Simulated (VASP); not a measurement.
Wanted: the native input for a VASP 6.6.1 run.

| Quantity | Value |
| --- | --- |
| Task | single point |
| Functional | LDA |
| Potentials or basis | VASP PAW LDA potentials, release 64 (P) |
| Cutoff | 520 eV |
| k mesh | 17 × 17 × 17 |
| Occupations | fermi-dirac, width 0.1 eV |
| Spin | no spin polarisation |
| Dipole correction | no |
| Further INCAR settings | ALGO = Normal; EDIFF = 1e-07; NBANDS = 12 |

The structure of P lies in POSCAR:

```
P
1.0
    0.0000000000      2.6704019157      2.6704019157
    2.6704019157      0.0000000000      2.6704019157
    2.6704019157      2.6704019157      0.0000000000
P
2
Direct
    0.1250000000      0.1250000000      0.1250000000
    0.8750000000      0.8750000000      0.8750000000
```

This isn't the form of P at room conditions, which is orthorhombic.

The input as run:

INCAR

```
SYSTEM = P
PREC = Accurate
ENCUT = 520
EDIFF = 1E-7
ISMEAR = -1
SIGMA = 0.1
LREAL = .False.
LASPH = .True.
NELM = 100
ALGO = Normal
ISIF = 2
LWAVE = .False.
LCHARG = .True.
GGA = CA
LELF = .True.
LVHAR = .True.
NBANDS = 12
```

KPOINTS

```
Automatic mesh
0
Gamma
  17 17 17
  0 0 0
```

Potentials or basis: VASP PAW LDA potentials, release 64 (P).

Launch:

```bash
$ cat potpaw_LDA.64/P/POTCAR > POTCAR
$ mpirun -np 1 vasp_std > vasp.out
```

It gave:

```yaml
Pressure: 0.0 GPa
Band_gap_on_the_k_mesh: zero (bands 5 and 6 overlap by 2.76 eV)
```

It took 28 s on 1 thread of Intel(R) Xeon(R) 6975P-C (Granite Rapids) (shared host), peak memory 0.17 GiB.
